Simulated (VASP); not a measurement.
# Zn16Si7Ge9P32 (P1) in VASP: further runs

Zn16Si7Ge9P32 is run at these levels: PBEsol, HSE06; tasks: single point.

Everything below comes from runs of VASP 6.6.1. Logs are shortened: lines on timing, memory, paths and dates and some standing lists are left out, and cuts for length are marked.

## 1. The cell of the first run

The typed cell holds 64 atoms: a = 10.785 Å, b = 10.785 Å, c = 10.593 Å, α = 90.00°, β = 90.00°, γ = 90.00°.

## 2. Single point, PBEsol

Input file INCAR:

```
PREC = Accurate ; ENCUT = 550
EDIFF = 1E-6 ; ISMEAR = -1
SIGMA = 0.05 ; LREAL = Auto
LASPH = True ; NELM = 120
ALGO = Normal ; ISIF = 2
LWAVE = False ; LCHARG = False
GGA = PS ; ISYM = -1
NBANDS = 291 ; GGA_COMPAT = False
```

Input file KPOINTS:

```
explicit points
1
Reciprocal
  0.25000000   0.25000000   0.25000000 1
```

Input file POSCAR:

```
Zn16Si7Ge9P32
1.0
   10.7850650000     -0.0000730000     -0.0000230000
   -0.0000730000     10.7850650000     -0.0000230000
   -0.0000230000     -0.0000230000     10.5926560000
Zn Ge Si P
16 9 7 32
Direct
    0.0029810000      0.9992870000      0.0003960000
    0.9991160000      0.5000440000      0.0010710000
    0.4977420000      0.9999460000      0.9988270000
    0.4987440000      0.5016290000      0.0002150000
    0.9993590000      0.2506540000      0.2485660000
    0.0011810000      0.7466770000      0.2516770000
    0.5000830000      0.2477010000      0.2500590000
    0.5025810000      0.7507730000      0.2503380000
    0.2482980000      0.9988790000      0.7534300000
    0.2478650000      0.5029730000      0.7522750000
    0.7503910000      0.9971990000      0.7508030000
    0.7455060000      0.4987210000      0.7523220000
    0.2486420000      0.2505270000      0.5014500000
    0.2495510000      0.7489750000      0.5032030000
    0.7553240000      0.2500500000      0.5008720000
    0.7517020000      0.7492450000      0.4994940000
    0.0010830000      0.9976700000      0.4969330000
    0.9981750000      0.4992290000      0.4993270000
    0.5007870000      0.9975530000      0.5016110000
    0.5003540000      0.4994000000      0.5002100000
    0.2512050000      0.9980480000      0.2508340000
    0.7511180000      0.9994350000      0.2502680000
    0.7503990000      0.7516920000      0.9970040000
    0.9984970000      0.7504940000      0.7498050000
    0.4973530000      0.2488800000      0.7486840000
    0.2508800000      0.5009460000      0.2521730000
    0.7490810000      0.4984740000      0.2537580000
    0.2484150000      0.2487050000      0.9995320000
    0.2504460000      0.7512640000      0.9992400000
    0.7498700000      0.2532560000      0.0014170000
    0.9998670000      0.2491430000      0.7516710000
    0.5028560000      0.7473340000      0.7482050000
    0.1268950000      0.1251950000      0.1283560000
    0.1257110000      0.6264380000      0.1243680000
    0.6277390000      0.1271270000      0.1234090000
    0.6275130000      0.6226650000      0.1223530000
    0.1196010000      0.1243760000      0.6244670000
    0.1229200000      0.6273200000      0.6293670000
    0.6205280000      0.1237990000      0.6263570000
    0.6199240000      0.6247910000      0.6274050000
    0.3697160000      0.3730510000      0.1225320000
    0.3684630000      0.8743920000      0.1273830000
    0.8719660000      0.3742470000      0.1257270000
    0.8711590000      0.8755040000      0.1262190000
    0.3747240000      0.1190230000      0.3743220000
    0.3774750000      0.6223080000      0.3749960000
    0.8747050000      0.1200120000      0.3751310000
    0.8744400000      0.6179030000      0.3776900000
    0.1266700000      0.3807580000      0.3726020000
    0.1247890000      0.8774720000      0.3753170000
    0.6251840000      0.3773170000      0.3784470000
    0.6260440000      0.8786940000      0.3766340000
    0.1250890000      0.3733330000      0.8761860000
    0.1257820000      0.8724040000      0.8727680000
    0.6254330000      0.3707330000      0.8753620000
    0.6232550000      0.8729760000      0.8727530000
    0.3787590000      0.3738840000      0.6239050000
    0.3785220000      0.8761140000      0.6217950000
    0.8795820000      0.3753090000      0.6260200000
    0.8779800000      0.8736080000      0.6252260000
    0.3759440000      0.1288150000      0.8785070000
    0.3745800000      0.6285850000      0.8775310000
    0.8757770000      0.1299070000      0.8778450000
    0.8719880000      0.6317450000      0.8755650000
```

Potentials or basis: VASP PAW PBE potentials, release 64 (Zn, Ge_d, Si, P).

Command:

```sh
$ cat potpaw_PBE.64/Zn/POTCAR potpaw_PBE.64/Ge_d/POTCAR potpaw_PBE.64/Si/POTCAR potpaw_PBE.64/P/POTCAR > POTCAR
$ mpirun -np 1 vasp_std > vasp.out
```

OUTCAR:

```text
PREC = Accurate
   ENCUT = 550
   EDIFF = 1E-6
   ISMEAR = -1
   LREAL = Auto
   LASPH = True
   NELM = 120
   ISIF = 2
   GGA = PS
   ISYM = -1

 ion  position               nearest neighbor table
   1  0.003  0.999  0.000-  54 2.34  33 2.34  63 2.36  44 2.36
   2  0.999  0.500  0.001-  34 2.33  53 2.34  43 2.34  64 2.38
   3  0.498  1.000  0.999-  61 2.30  56 2.34  35 2.36  42 2.37
   4  0.499  0.502  0.000-  36 2.30  62 2.31  41 2.35  55 2.37
   5  0.999  0.251  0.249-  33 2.31  43 2.31  49 2.36  47 2.36
   6  0.001  0.747  0.252-  34 2.30  50 2.34  48 2.36  44 2.38
[... 56 lines left out ...]
  63  0.876  0.130  0.878-  31 2.29  30 2.31   1 2.36  11 2.38
  64  0.872  0.632  0.876-  23 2.25  24 2.30  12 2.37   2 2.38

IMPORTANT INFORMATION: All symmetrisations will be switched off!
NOSYMM: (Re-)initialisation of all symmetry stuff for point group C_1.

----------------------------------------------------------------------------------------

                                     Primitive cell

  volume of cell :    1232.1126

  direct lattice vectors                    reciprocal lattice vectors
    10.785065000 -0.000073000 -0.000023000     0.092720813  0.000000628  0.000000201
    -0.000073000 10.785065000 -0.000023000     0.000000628  0.092720813  0.000000201
    -0.000023000 -0.000023000 10.592656000     0.000000201  0.000000201  0.094405029

  length of vectors
    10.785065000 10.785065000 10.592656000     0.092720813  0.092720813  0.094405029

  position of ions in fractional coordinates (direct lattice)
     0.002981000  0.999287000  0.000396000
     0.999116000  0.500044000  0.001071000
     0.497742000  0.999946000  0.998827000
     0.498744000  0.501629000  0.000215000
     0.999359000  0.250654000  0.248566000
     0.001181000  0.746677000  0.251677000
[... 56 lines left out ...]
     0.875777000  0.129907000  0.877845000
     0.871988000  0.631745000  0.875565000

  ion indices of the primitive-cell ions
   primitive index   ion index
                 1           1
                 2           2
                 3           3
                 4           4
                 5           5
                 6           6
[... 56 lines left out ...]
                63          63
                64          64

----------------------------------------------------------------------------------------

 KPOINTS: explicit points

Read explicit list of k-points.

 Found      1 k-points:

 Following reciprocal coordinates:
            Coordinates               Weight
  0.250000  0.250000  0.250000      1.000000
   k-points           NKPTS =      1   k-points in BZ     NKDIM =      1   number of bands    NBANDS=    291
   number of dos      NEDOS =    301   number of ions     NIONS =     64
   total plane-waves  NPLWV = 592704
   dimension x,y,z NGX =    84 NGY =   84 NGZ =   84
   dimension x,y,z NGXF=   168 NGYF=  168 NGZF=  168
   ions per type =              16   9   7  32
   NGX,Y,Z   is equivalent  to a cutoff of  12.95, 12.95, 13.18 a.u.
   NGXF,Y,Z  is equivalent  to a cutoff of  25.90, 25.90, 26.37 a.u.
 SYSTEM =  unknown system
   PREC   = accura    normal or accurate (medium, high low for compatibility)
   ISTART =      0    job   : 0-new  1-cont  2-samecut
   ICHARG =      2    charge: 1-file 2-atom 10-const
   ISPIN  =      1    spin polarized calculation?
   LNONCOLLINEAR =      F non collinear calculations
   LSORBIT =      F    spin-orbit coupling
   LASPH  =      T    aspherical Exc in radial PAW
   ENCUT  =  550.0 eV  40.42 Ry    6.36 a.u.  20.62 20.62 20.26*2*pi/ulx,y,z
   NELM   =    120;   NELMIN=  2; NELMDL= -5     # of ELM steps
   EDIFF  = 0.1E-05   stopping-criterion for ELM
   LREAL  =      T    real-space projection
   EDIFFG = 0.1E-04   stopping-criterion for IOM
   NSW    =      0    number of steps for IOM
   IBRION =     -1    ionic relax: 0-MD 1-quasi-New 2-CG
   NFREE  =      0    steps in history (QN), initial steepest desc. (CG)
   ISIF   =      2    stress and relaxation
   ISYM   =     -1    0-nonsym 1-usesym 2-fastsym
   POTIM  = 0.5000    time-step for ionic-motion
   TEBEG  =    0.0;   TEEND  =   0.0 temperature during run
   PSTRESS=    0.0 pullay stress
   NELECT =     506.0000    total number of electrons
   NUPDOWN=      -1.0000    fix difference up-down
   EMIN   =  10.00;   EMAX   =-10.00  energy-range for DOS
   EFERMI =   0.00;   METHOD = LEGACY
   ISMEAR =    -1;   SIGMA  =   0.05  broadening in eV -4-tet -1-fermi 0-gaus
   EFERMI_NEDOS =   21; number of points for ismear=-14 and -15
   IALGO  =     38    algorithm
   IMIX   =      4    mixing-type and parameters
     AMIX     =   0.40;   BMIX     =  1.00
     AMIX_MAG =   1.60;   BMIX_MAG =  1.00
  volume/ion in A,a.u.               =      19.25       129.92
  Fermi-wavevector in a.u.,A,eV,Ry     =   1.216863  2.299537 20.146889  1.480755
  Thomas-Fermi vector in A             =   2.352202
   LORBIT       =      0    0 simple, 1 ext, 2 COOP (PROOUT), +10 PAW based schemes
   GGA     = PS    functional components
   LHFCALC =     F    Hartree Fock is set to
   AEXX    =    0.0000 exact exchange contribution
   IVDW    =     0    specifies the selected vdW correction
   LEPSILON=     F    determine dielectric tensor
   LRPA    =     F    only Hartree local field effects (RPA)
 non-spin polarized calculation
  energy-cutoff  :      550.00
  volume of cell :     1232.11
 maximum number of plane-waves:     36100
 NGX is ok and might be reduce to    84
   NGX = 41   NGY = 41   NGZ = 41

 number of electron     505.9999992 magnetization

 Free energy of the ion-electron system (eV)
  ---------------------------------------------------
  ext. energy  EPLUGINS =         0.00000000
  ---------------------------------------------------
  free energy    TOTEN  =      -309.80400441 eV

  energy without entropy =     -309.80400418  energy(sigma->0) =     -309.80400429

 E-fermi :   5.1416     XC(G=0): -10.0703

 val. band max:        4.3049331760   @ k =   0.2500   0.2500   0.2500
 cond. band min:       5.9919528385   @ k =   0.2500   0.2500   0.2500
 fundamental gap:      1.6870196624
 Fermi energy:         5.1415796897

 k-point     1 :       0.2500    0.2500    0.2500
  band No.  band energies     occupation
      1     -20.2483      2.00000
      2     -20.2433      2.00000
      3     -20.2383      2.00000
      4     -20.2376      2.00000
      5     -20.2318      2.00000
      6     -20.2301      2.00000
[... 257 lines left out ...]
    264       6.7286      0.00000
    265       6.7761      0.00000
 [bands above 265 left out]

------------------------ aborting loop because EDIFF is reached ----------------------------------------

  FORCE on cell =-STRESS in cart. coord.  units (eV):
  Direction    XX          YY          ZZ          XY          YZ          ZX
  --------------------------------------------------------------------------------------
  -------------------------------------------------------------------------------------
  Total        2.0409867      2.3903410      1.7258179     -6.9933186     -5.3781185     -8.1709411
  in kB        2.6539966      3.1082794      2.2441669     -9.0937601     -6.9934351    -10.6250813
  external PRESSURE =       2.6688143 kB  Pullay stress =       0.0000000 kB

 VOLUME and BASIS-vectors are now :
 -----------------------------------------------------------------------------
  energy-cutoff  :      550.00
  volume of cell :     1232.11
      direct lattice vectors                 reciprocal lattice vectors
    10.785065000 -0.000073000 -0.000023000     0.092720813  0.000000628  0.000000201
    -0.000073000 10.785065000 -0.000023000     0.000000628  0.092720813  0.000000201
    -0.000023000 -0.000023000 10.592656000     0.000000201  0.000000201  0.094405029

 POSITION                                       TOTAL-FORCE (eV/Angst)
 -----------------------------------------------------------------------------------
      0.03208     10.77738      0.00417        -0.133482      0.033322      0.102103
     10.77549      5.39293      0.01131        -0.138079      0.123895     -0.077801
      5.36808     10.78442     10.58020         0.139699     -0.135604      0.313680
      5.37895      5.41006      0.00225         0.016347     -0.355591     -0.008214
     10.77813      2.70324      2.63295         0.033616     -0.036451      0.292492
      0.01268      8.05295      2.66591        -0.276369      0.225162      0.038564
[... 56 lines left out ...]
      9.44528      1.40097      9.29869        -0.170329      0.323550     -0.113814
      9.40438      6.81333      9.27452         0.375873     -0.932420     -0.291772
 -----------------------------------------------------------------------------------
    total drift:                               -0.005289      0.003646      0.008603

  FREE ENERGIE OF THE ION-ELECTRON SYSTEM (eV)
  ---------------------------------------------------
  free  energy   TOTEN  =      -309.8040044068 eV

  energy  without entropy=     -309.8040041780  energy(sigma->0) =     -309.80400429
```

It took 16 min on 1 thread of Intel Xeon Platinum 8488C (Sapphire Rapids), shared host; peak memory 1.3 GiB.

Results:

```
Free energy            : -309.8040 eV
Pressure               : 0.3 GPa
Largest force          : 1.377 eV/Å
Band gap on the k mesh : 1.69 eV
```

Forces in eV/Å, atoms in the order of the input:
```
Zn  -0.133  0.033  0.102
Zn  -0.138  0.124 -0.078
Zn   0.140 -0.136  0.314
Zn   0.016 -0.356 -0.008
Zn   0.034 -0.036  0.292
Zn  -0.276  0.225  0.039
Zn  -0.092  0.214  0.048
Zn   0.030 -0.048 -0.080
Zn   0.326  0.286 -0.334
Zn   0.303 -0.282 -0.062
Zn   0.098  0.339  0.000
Zn   0.384  0.095 -0.084
Zn   0.035 -0.112 -0.183
Zn   0.043  0.027 -0.214
Zn  -0.341 -0.134  0.153
Zn  -0.171 -0.044  0.163
Ge  -0.219  0.204  0.438
Ge   0.836  0.067  0.463
Ge   0.093  0.518 -0.282
Ge   0.004  0.115  0.108
Ge  -0.385  0.363  0.088
Ge  -0.325  0.316 -0.158
Ge  -0.366  0.248  0.589
Ge   0.110  0.085  0.192
Ge   0.387  0.100  0.276
Si   0.136  0.195 -0.547
Si  -0.034  0.061 -0.417
Si  -0.082  0.105  0.210
Si  -0.235  0.005  0.145
Si   0.089 -0.271 -0.105
Si   0.105  0.206 -0.047
Si  -0.692  0.573  0.258
P    0.356  0.247 -0.695
P    0.966 -0.203 -0.002
P    0.260 -0.004 -0.291
P    0.413 -0.140  0.685
P    0.021  0.350  0.543
P   -0.123 -0.431 -0.554
P    0.553  0.067 -0.124
P    0.281  0.188 -0.038
P   -0.430  0.157  0.346
P    0.392 -0.599 -0.800
P   -0.701  0.253  0.115
P    0.493 -0.315 -0.153
P    0.075  0.458  0.304
P   -0.679 -0.107 -0.352
P    0.162  0.455 -0.070
P   -0.595  0.322 -0.776
P    0.096 -0.195 -0.098
P    0.175 -0.642 -0.143
P    0.420 -0.129 -0.676
P    0.080 -0.493 -0.205
P   -0.129 -0.816 -0.111
P    0.203 -0.360  0.734
P   -0.048 -0.152  0.405
P   -0.461 -0.328 -0.225
P   -0.698  0.280  0.158
P   -0.009 -0.824  1.103
P   -0.058 -0.411  0.658
P   -0.269  0.199 -0.258
P   -0.779  0.058 -0.006
P    0.145  0.640 -0.348
P   -0.170  0.324 -0.114
P    0.376 -0.932 -0.292
```

Caveat: the PAW data sets were made with another functional, which shifts forces and pressure a little; a shifted mesh leaves out Γ, where band edges can lie. A k mesh can miss the band edges.

[end of part 1 of 2]
